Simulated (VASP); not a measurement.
**BiN: density of states with PBE**

BiN:

```
CELL_PARAMETERS angstrom
3.48937 0.00000 0.00000
-1.74468 3.02188 0.00000
0.00000 0.00000 3.26518
ATOMIC_POSITIONS crystal
Bi 0.00000 0.00000 0.00000
N 0.66667 0.33333 0.50000
```

- Program: VASP 6.6.1
- Task: density of states
- Functional: PBE
- Potentials or basis: VASP PAW PBE potentials, release 64 (Bi_d, N)
- Cutoff: 520 eV
- k mesh: 12 × 12 × 10
- Occupations: gaussian, width 0.05 eV
- Spin: no spin polarisation
- Dipole correction: no
- k mesh for the DOS: 18 × 18 × 15
- Occupations for the DOS: tetrahedron
- Further INCAR settings: ALGO = Normal; EDIFF = 1e-06

| Property | Result |
| --- | --- |
| Valence electrons inside the program's atomic spheres | Bi 12.62; N 3.52 |

Levels at points of the mesh, in eV from the Fermi level:
| k point | band 6 | band 7 | band 8 | band 9 | band 10 | band 11 | band 12 | band 13 | band 14 |
| --- | --- | --- | --- | --- | --- | --- | --- | --- | --- |
| (0.00, 0.00, 0.00) | -16.07 | -7.70 | -2.44 | -1.52 | -1.52 | 4.60 | 4.60 | 7.36 | 7.48 |
| (0.50, 0.00, 0.00) | -13.76 | -10.91 | -3.05 | -2.56 | -1.05 | 1.78 | 5.48 | 5.84 | 7.10 |

Wall time 57 s on 1 thread of Intel(R) Xeon(R) 6975P-C (Granite Rapids) (shared host), peak memory 0.26 GiB.

Caveat: spin-orbit coupling is left out, which moves the levels of the heavy elements.
